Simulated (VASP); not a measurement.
# S (R-3m) in VASP: a series of runs, part 2 of 2

VASP 6.6.1. The steps go on from the part before.

## Step 5: Single point, PBE

Contents of INCAR:

```
  ALGO = Normal
  EDIFF = 1E-6
  ENCUT = 500
  GGA = PE
  GGA_COMPAT = False
  ISIF = 2
  ISMEAR = -1
  LASPH = True
  LCHARG = True
  LELF = True
  LREAL = False
  LVHAR = True
  LWAVE = False
  NBANDS = 9
  NELM = 120
  PREC = Accurate
  SIGMA = 0.15
```

Contents of KPOINTS:

```
k-points
0
Gamma
  16 16 16
```

Contents of POSCAR:

```
S
1.0
    1.6385000000      0.9459884200      0.8613333300
   -1.6385000000      0.9459884200      0.8613333300
    0.0000000000     -1.8919768300      0.8613333300
S
1
Direct
    0.0000000000      0.0000000000      0.0000000000
```

Potentials or basis: VASP PAW PBE potentials, release 64 (S).

Run with:

```bash
> cat potpaw_PBE.64/S/POTCAR > POTCAR
> mpirun -np 1 vasp_std > vasp.out
```

OUTCAR:

```text
EDIFF = 1E-6
   ENCUT = 500
   GGA = PE
   ISIF = 2
   ISMEAR = -1
   LASPH = True
   LREAL = False
   NELM = 120
   PREC = Accurate

 ion  position               nearest neighbor table
   1  0.000  0.000  0.000-

  LATTYP: Found a trigonal (rhomboedric) cell.
 ALAT       =     2.0788149139
 COS(alpha) =    -0.2424852430

  Lattice vectors:

 A1 = (   1.6385000000,   0.9459884200,   0.8613333300)
 A2 = (  -1.6385000000,   0.9459884200,   0.8613333300)
 A3 = (   0.0000000000,  -1.8919768300,   0.8613333300)

Analysis of symmetry for initial positions (statically):
=====================================================================
 Subroutine PRICEL returns:
 Original cell was already a primitive cell.

 Routine SETGRP: Setting up the symmetry group for a
 trigonal (rhombohedral) supercell.

 Subroutine GETGRP returns: Found 12 space group operations
 (whereof 12 operations were pure point group operations)
 out of a pool of 12 trial point group operations.

The static configuration has the point symmetry D_3d.

[... 160 lines left out ...]
 cond. band min:      21.1977279860   @ k =  -0.1875   0.1250   0.0625
 fundamental gap:      0.0998310506
 Fermi energy:        21.1757273998

 k-point     1 :       0.0000    0.0000    0.0000
  band No.  band energies     occupation
      1      -5.9134      2.00000
      2      25.9624      0.00000
      3      29.0933      0.00000
      4      29.0933      0.00000
      5      29.3847      0.00000
      6      29.3847      0.00000
      7      37.3333      0.00000
      8      43.6218      0.00000
      9      43.6218      0.00000
[... 265 lines left out ...]
 k-point    24 :      -0.0625    0.0625    0.0000
  band No.  band energies     occupation
      1      -5.7091      2.00000
      2      24.7351      0.00000
      3      27.3114      0.00000
      4      28.4019      0.00000
      5      30.9966      0.00000
      6      31.7750      0.00000
      7      36.4951      0.00000
      8      41.1737      0.00000
      9      42.4586      0.00000

 [... further k-points ...]

------------------------ aborting loop because EDIFF is reached ----------------------------------------

  FORCE on cell =-STRESS in cart. coord.  units (eV):
  Direction    XX          YY          ZZ          XY          YZ          ZX
  --------------------------------------------------------------------------------------
  -------------------------------------------------------------------------------------
  Total       10.7585892     10.7585892     10.4852530      0.0000000      0.0000000      0.0000000
  in kB     2151.8457676   2151.8457703   2097.1752743      0.0000000      0.0000081      0.0000000
  external PRESSURE =    2133.6222707 kB  Pullay stress =       0.0000000 kB

 VOLUME and BASIS-vectors are now :
 -----------------------------------------------------------------------------
  energy-cutoff  :      500.00
  volume of cell :        8.01
      direct lattice vectors                 reciprocal lattice vectors
     1.638500000  0.945988420  0.861333330     0.305157156  0.176182566  0.386996905
    -1.638500000  0.945988420  0.861333330    -0.305157156  0.176182566  0.386996905
     0.000000000 -1.891976830  0.861333330     0.000000000 -0.352365132  0.386996907

 POSITION                                       TOTAL-FORCE (eV/Angst)
 -----------------------------------------------------------------------------------
      0.00000      0.00000      0.00000         0.000000      0.000000      0.000000
 -----------------------------------------------------------------------------------
    total drift:                                0.000000      0.000000     -0.000000

  FREE ENERGIE OF THE ION-ELECTRON SYSTEM (eV)
  ---------------------------------------------------
  free  energy   TOTEN  =        -0.2109298378 eV

  energy  without entropy=       -0.1915087260  energy(sigma->0) =       -0.20121928
```

OSZICAR:

```text
N       E                     dE             d eps       ncg     rms          rms(c)
DAV:   1     0.822437599284E+01    0.82244E+01   -0.34713E+03  8465   0.580E+02
DAV:   2    -0.112120271963E+00   -0.83365E+01   -0.78730E+01 10841   0.791E+01
DAV:   3    -0.220900627543E+00   -0.10878E+00   -0.10842E+00  8533   0.713E+00
DAV:   4    -0.221050611351E+00   -0.14998E-03   -0.14997E-03  9829   0.279E-01
DAV:   5    -0.221050689475E+00   -0.78124E-07   -0.78189E-07  8525   0.502E-03    0.319E+01
DAV:   6    -0.213998207364E+00    0.70525E-02   -0.28195E-03  8261   0.324E-01    0.192E+01
DAV:   7    -0.210972793162E+00    0.30254E-02   -0.46789E-03  8073   0.451E-01    0.942E-02
DAV:   8    -0.210936122268E+00    0.36671E-04   -0.11939E-04  8057   0.922E-02    0.446E-02
DAV:   9    -0.210929720481E+00    0.64018E-05   -0.21994E-05  8415   0.296E-02    0.118E-02
DAV:  10    -0.210929837772E+00   -0.11729E-06   -0.38800E-07  4391   0.546E-03
   1 F= -.21092984E+00 E0= -.20121928E+00  d E =-.194211E-01
```

stdout:

```text
POSCAR found type information on POSCAR S
 POSCAR found :  1 types and       1 ions
 scaLAPACK will be used
 LDA part: xc-table for (Slater+PW92), standard interpolation
 POSCAR, INCAR and KPOINTS ok, starting setup
 FFT: planning ... GRIDC
 FFT: planning ... GRID_SOFT
 FFT: planning ... GRID
 WAVECAR not read
 entering main loop
```

It took 5.5 s on 1 thread of Intel Xeon 6975P-C (Granite Rapids), shared host; peak memory 0.13 GiB.

Results:

```yaml
Free_energy: -0.2109 eV
Pressure: 213.4 GPa
Band_gap_on_the_k_mesh: zero (bands 3 and 4 overlap by 14.96 eV)
```

Caveat: the cell stands under pressure.

## Step 6: The runs side by side

| cell | gap on the mesh (eV) | pressure (GPa) |
| --- | --- | --- |
| a = 2.118 Å, angles 106.5°, 1 atom | none | 209.1 |
| a = 2.104 Å, angles 105.7°, 1 atom | none | 210.4 |
| a = 2.091 Å, angles 104.9°, 1 atom | none | 211.8 |
| a = 2.079 Å, angles 104.0°, 1 atom | none | 213.4 |

Alike in all rows: task single point; level PBE; potentials or basis VASP PAW PBE potentials, release 64 (S); no spin polarisation; k mesh 16 × 16 × 16; cutoff (eV) 500; smearing fermi-dirac 0.15 eV.

Caveats: the cell stands under pressure.

Absolute energies hang on the potentials; compare differences alone.
